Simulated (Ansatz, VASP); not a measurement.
One calculation of LiCl, two programs

```
Li Cl
1.0
     0.00000    2.55620    2.55620
     2.55620    0.00000    2.55620
     2.55620    2.55620    0.00000
Li Cl
1 1
Direct
  0.00000 0.00000 0.00000
  0.50000 0.50000 0.50000
```

Alike in both runs: functional r2SCAN; k mesh 8 × 8 × 8; occupations gaussian, width 0.02 eV; no spin polarisation.

Ansatz relaxed the structure, and its values are those at the end. VASP's run is a single point on that final structure, the one shown.

```csv
,VASP,Ansatz
version,VASP 6.6.1,Ansatz 0.2.0
potentials or method,"VASP PAW PBE potentials, release 64 (Li_sv, Cl), cutoff 520 eV","scalar-relativistic, plane waves, PAW"
valence electrons in the cell,10,10
```

VASP gave:

```
gap on the k mesh at the Fermi level (eV) : 7.36
least direct gap on the mesh (eV)         : 7.36
```

Q: What did Ansatz give for the same quantities?

A: gap on the k mesh at the Fermi level (eV): 7.29; least direct gap on the mesh (eV): 7.29.

VASP's potentials were made for PBE, not for r2SCAN.

Noted on VASP's run: the cutoff is short for stress, so the pressure is rough.
